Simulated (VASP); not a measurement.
# SiGe (P6_3mc) in VASP: further runs, part 2 of 2

VASP 6.6.1. The steps go on from the part before.

## (3) Single point, PBEsol (strain -0.040 along x and y, -0.080 along z)

File INCAR:

```
  ALGO = Normal
  EDIFF = 1E-7
  ENCUT = 520
  GGA = PS
  ISIF = 2
  ISMEAR = 0
  LASPH = True
  LCHARG = False
  LREAL = False
  LWAVE = False
  NBANDS = 26
  NELM = 60
  PREC = Accurate
  SIGMA = 0.03
```

File KPOINTS:

```
k-points
0
Gamma
  12 12 6
```

File POSCAR:

```
SiGe
1.0
    3.7445730159      0.0000000000      0.0000000000
   -1.8722865080      3.2428953581      0.0000000000
    0.0000000000      0.0000000000      5.9279213651
Si Ge
2 2
Direct
    0.6666666667      0.3333333333      0.8745463420
    0.3333333333      0.6666666667      0.3745463420
    0.6666666667      0.3333333333      0.5004526580
    0.3333333333      0.6666666667      0.0004526580
```

Potentials or basis: VASP PAW PBE potentials, release 64 (Si, Ge_d).

Run with:

```console
$ cat potpaw_PBE.64/Si/POTCAR potpaw_PBE.64/Ge_d/POTCAR > POTCAR
$ mpirun -np 1 vasp_std > vasp.out
```

OUTCAR:

```text
EDIFF = 1E-7
   ENCUT = 520
   GGA = PS
   ISIF = 2
   ISMEAR = 0
   LASPH = True
   LREAL = False
   NELM = 60
   PREC = Accurate

 ion  position               nearest neighbor table
   1  0.667  0.333  0.875-   3 2.22   4 2.29   4 2.29   4 2.29
   2  0.333  0.667  0.375-   4 2.22   3 2.29   3 2.29   3 2.29
   3  0.667  0.333  0.500-   1 2.22   2 2.29   2 2.29   2 2.29
   4  0.333  0.667  0.000-   2 2.22   1 2.29   1 2.29   1 2.29

  LATTYP: Found a hexagonal cell.
[... 897 lines left out ...]
  FORCE on cell =-STRESS in cart. coord.  units (eV):
  Direction    XX          YY          ZZ          XY          YZ          ZX
  --------------------------------------------------------------------------------------
  -------------------------------------------------------------------------------------
  Total        6.5603653      6.5603653     13.3041500     -0.0000000      0.0000000     -0.0000000
  in kB      146.0161642    146.0161642    296.1147513     -0.0000000      0.0000000     -0.0000000
  external PRESSURE =     196.0490266 kB  Pullay stress =       0.0000000 kB

 VOLUME and BASIS-vectors are now :
 -----------------------------------------------------------------------------
  energy-cutoff  :      520.00
  volume of cell :       71.98
      direct lattice vectors                 reciprocal lattice vectors
     3.744573016  0.000000000  0.000000000     0.267053145  0.154183205  0.000000000
    -1.872286508  3.242895358  0.000000000     0.000000000  0.308366410  0.000000000
     0.000000000  0.000000000  5.927921365     0.000000000  0.000000000  0.168693196

 POSITION                                       TOTAL-FORCE (eV/Angst)
 -----------------------------------------------------------------------------------
      1.87229      1.08097      5.18424         0.000000      0.000000      0.796637
     -0.00000      2.16193      2.22028        -0.000000      0.000000      0.796637
      1.87229      1.08097      2.96664         0.000000     -0.000000     -0.796637
     -0.00000      2.16193      0.00268        -0.000000      0.000000     -0.796637
 -----------------------------------------------------------------------------------
    total drift:                                0.000000      0.000000      0.000095

  FREE ENERGIE OF THE ION-ELECTRON SYSTEM (eV)
  ---------------------------------------------------
  free  energy   TOTEN  =       -20.4965860953 eV

  energy  without entropy=      -20.4965031053  energy(sigma->0) =      -20.49654460
```

OSZICAR:

```text
N       E                     dE             d eps       ncg     rms          rms(c)
DAV:   1     0.264518343612E+03    0.26452E+03   -0.17585E+04  4636   0.319E+03
DAV:   2     0.209504336127E+02   -0.24357E+03   -0.23453E+03  4024   0.639E+02
DAV:   3    -0.195110761532E+02   -0.40462E+02   -0.39946E+02  4668   0.153E+02
DAV:   4    -0.210495083599E+02   -0.15384E+01   -0.15353E+01  4806   0.329E+01
DAV:   5    -0.210806357632E+02   -0.31127E-01   -0.31115E-01  4808   0.531E+00    0.728E+00
DAV:   6    -0.206734269679E+02    0.40721E+00   -0.17053E-01  4420   0.252E+00    0.426E+00
DAV:   7    -0.204943291871E+02    0.17910E+00   -0.29429E-01  4942   0.313E+00    0.306E-01
DAV:   8    -0.204963178617E+02   -0.19887E-02   -0.23929E-02  4828   0.130E+00    0.135E-01
DAV:   9    -0.204964900670E+02   -0.17221E-03   -0.63986E-04  5058   0.199E-01    0.998E-02
DAV:  10    -0.204965657156E+02   -0.75649E-04   -0.85708E-05  4932   0.691E-02    0.366E-02
DAV:  11    -0.204965853060E+02   -0.19590E-04   -0.25386E-05  4418   0.287E-02    0.570E-03
DAV:  12    -0.204965856905E+02   -0.38448E-06   -0.11450E-06  4410   0.640E-03    0.253E-03
DAV:  13    -0.204965860945E+02   -0.40396E-06   -0.47081E-07  3702   0.384E-03    0.107E-03
DAV:  14    -0.204965860953E+02   -0.86857E-09   -0.14551E-08  2574   0.145E-03
   1 F= -.20496586E+02 E0= -.20496545E+02  d E =-.829900E-04
```

Run time: 2.9 min. Hardware: 1 thread of Intel Xeon 8259CL, shared host; peak memory 0.26 GiB.

Results:

```yaml
Free_energy: -20.4966 eV
Pressure: 19.6 GPa
Largest_force: 0.797 eV/Å
Band_gap_on_the_k_mesh: zero (bands 18 and 19 overlap by 0.20 eV)
```

Forces in eV/Å, atoms in the order of the input:
```
Si   0.000  0.000  0.797
Si   0.000  0.000  0.797
Ge   0.000  0.000 -0.797
Ge   0.000  0.000 -0.797
```

Stress tensor (GPa, compression positive):
```
14.60  0.00  0.00
 0.00 14.60  0.00
 0.00  0.00 29.61
```

Levels at points of the mesh, in eV from the Fermi level:
| k point | band 15 | band 16 | band 17 | band 18 | band 19 | band 20 | band 21 | band 22 |
| --- | --- | --- | --- | --- | --- | --- | --- | --- |
| (0.00, 0.00, 0.00) | -2.01 | -0.16 | 0.16 | 0.16 | 0.52 | 1.81 | 1.81 | 3.28 |
| (0.50, 0.00, 0.00) | -5.60 | -3.82 | -3.65 | -1.56 | -0.04 | 2.49 | 3.17 | 3.35 |
| (0.00, 0.00, 0.50) | -1.21 | -1.21 | -1.21 | -1.21 | 1.49 | 1.49 | 3.08 | 3.08 |
| (0.50, 0.00, 0.50) | -2.96 | -2.96 | -2.71 | -2.71 | 0.76 | 0.76 | 1.87 | 1.87 |

Caveat: the cell differs from its parent crystal (strain -0.040 along x and y, -0.080 along z); the cell stands under pressure; semilocal functionals underestimate gaps, so a narrow gap can read as zero; the PAW data sets were made with another functional, which shifts forces and pressure a little.

## (4) Single point, PBEsol (strain -0.080 along x and y, +0.040 along z)

File INCAR:

```
SYSTEM = SiGe
PREC = Accurate ; ENCUT = 520
EDIFF = 1E-6 ; ISMEAR = 0
SIGMA = 0.03 ; LREAL = .False.
LASPH = .True. ; NELM = 80
ALGO = Normal ; ISIF = 2
LWAVE = .False. ; LCHARG = .False.
GGA = PS ; NBANDS = 26
```

File KPOINTS:

```
Automatic mesh
0
Gamma
  12 12 6
  0 0 0
```

File POSCAR:

```
SiGe
1.0
    3.5885491402      0.0000000000      0.0000000000
   -1.7942745701      3.1077747182      0.0000000000
    0.0000000000      0.0000000000      6.7011284996
Si Ge
2 2
Direct
    0.6666666667      0.3333333333      0.8745463420
    0.3333333333      0.6666666667      0.3745463420
    0.6666666667      0.3333333333      0.5004526580
    0.3333333333      0.6666666667      0.0004526580
```

Run with:

```console
$ cat potpaw_PBE.64/Si/POTCAR potpaw_PBE.64/Ge_d/POTCAR > POTCAR
$ mpirun -np 1 vasp_std > vasp.out
```

It took 3 min on 1 thread of Intel Xeon 8259CL, shared host; peak memory 0.26 GiB.

The run converged. Its results:

* Free energy: -20.2580 eV
* Pressure: 15.9 GPa
* Largest force: 1.575 eV/Å
* Band gap on the k mesh: zero (bands 18 and 19 overlap by 0.10 eV)

Forces in eV/Å, atoms in the order of the input:
```
Si   0.000  0.000 -1.575
Si   0.000  0.000 -1.575
Ge   0.000  0.000  1.575
Ge   0.000  0.000  1.575
```

Stress tensor (GPa, compression positive):
```
26.03  0.00  0.00
 0.00 26.03  0.00
 0.00  0.00 -4.36
```

Levels at points of the mesh, in eV from the Fermi level:
| k point | band 16 | band 17 | band 18 | band 19 | band 20 | band 21 |
| --- | --- | --- | --- | --- | --- | --- |
| (0.00, 0.00, 0.00) | -0.90 | -0.02 | 0.11 | 0.11 | 2.22 | 2.72 |
| (0.50, 0.00, 0.00) | -3.41 | -3.17 | -1.91 | 0.68 | 1.95 | 2.71 |
| (0.00, 0.00, 0.50) | -0.58 | -0.58 | -0.58 | 2.72 | 2.72 | 3.53 |
| (0.50, 0.00, 0.50) | -3.30 | -2.64 | -2.64 | 0.25 | 0.25 | 1.48 |

Caveat: the cell differs from its parent crystal (strain -0.080 along x and y, +0.040 along z); the cell stands under pressure; semilocal functionals underestimate gaps, so a narrow gap can read as zero; the PAW data sets were made with another functional, which shifts forces and pressure a little.

## (5) Single point, PBEsol (strain -0.080 along x and y, +0.080 along z)

File INCAR:

```
SYSTEM = SiGe
ALGO = Normal
EDIFF = 1E-6
ENCUT = 520
GGA = PS
ISIF = 2
ISMEAR = 0
LASPH = .True.
LCHARG = .True.
LELF = .True.
LREAL = .False.
LVHAR = .True.
LWAVE = .False.
NBANDS = 26
NELM = 60
PREC = Accurate
SIGMA = 0.03
```

File KPOINTS:

```
k-points
0
Gamma
  12 12 6
  0 0 0
```

POSCAR: that of step 4 with these lines changed.

```diff
@@ -4,3 +4,3 @@
    -1.7942745701      3.1077747182      0.0000000000
-    0.0000000000      0.0000000000      6.7011284996
+    0.0000000000      0.0000000000      6.9588642111
 Si Ge
```

Run with:

```console
$ cat potpaw_PBE.64/Si/POTCAR potpaw_PBE.64/Ge_d/POTCAR > POTCAR
$ mpirun -np 1 vasp_std > vasp.out
```

Run time: 2.5 min. Hardware: 1 thread of Intel Xeon 8259CL, shared host; peak memory 0.27 GiB.

The run converged. Its results:

```yaml
Free_energy: -20.1350 eV
Pressure: 12.3 GPa
Largest_force: 1.571 eV/Å
Band_gap_on_the_k_mesh: zero (bands 18 and 19 overlap by 0.48 eV)
```

Forces on the atoms (eV/Å):
```
Si   0.000  0.000 -1.571
Si   0.000  0.000 -1.571
Ge   0.000  0.000  1.571
Ge   0.000  0.000  1.571
```

Stress tensor (GPa, compression positive):
```
22.95  0.00  0.00
 0.00 22.95  0.00
 0.00  0.00 -8.89
```

Levels at points of the mesh, in eV from the Fermi level:
| k point | band 15 | band 16 | band 17 | band 18 | band 19 | band 20 | band 21 | band 22 |
| --- | --- | --- | --- | --- | --- | --- | --- | --- |
| (0.00, 0.00, 0.00) | -0.66 | -0.66 | -0.50 | 0.32 | 0.32 | 2.66 | 3.11 | 3.11 |
| (0.50, 0.00, 0.00) | -4.79 | -3.02 | -2.75 | -1.71 | 1.06 | 1.77 | 2.60 | 2.92 |
| (0.00, 0.00, 0.50) | -0.24 | -0.24 | -0.24 | -0.24 | 3.06 | 3.06 | 3.81 | 3.81 |
| (0.50, 0.00, 0.50) | -3.08 | -3.08 | -2.30 | -2.30 | 0.27 | 0.27 | 1.77 | 1.77 |

Caveat: the cell differs from its parent crystal (strain -0.080 along x and y, +0.080 along z); the cell stands under pressure; semilocal functionals underestimate gaps, so a narrow gap can read as zero; the PAW data sets were made with another functional, which shifts forces and pressure a little.

## (6) The runs side by side

```csv
cell,gap on the mesh (eV),pressure (GPa),largest force (eV/Å)
"a = 3.589, b = 3.589, c = 5.928 Å, angles 90.0, 90.0, 120.0°, 4 atoms",none,34.9,0.15
"a = 3.745, b = 3.745, c = 5.928 Å, angles 90.0, 90.0, 120.0°, 4 atoms",none,19.6,0.80
"a = 3.589, b = 3.589, c = 6.701 Å, angles 90.0, 90.0, 120.0°, 4 atoms",none,15.9,1.58
"a = 3.589, b = 3.589, c = 6.959 Å, angles 90.0, 90.0, 120.0°, 4 atoms",none,12.3,1.57
```

Alike in all rows: task single point; level PBEsol; potentials or basis VASP PAW PBE potentials, release 64 (Si, Ge_d); no spin polarisation; k mesh 12 × 12 × 6; cutoff (eV) 520; smearing gaussian 0.03 eV.

Caveats: the cell stands under pressure; semilocal functionals underestimate gaps, so a narrow gap can read as zero; the PAW data sets were made with another functional, which shifts forces and pressure a little.

Absolute energies hang on the potentials; compare differences alone.
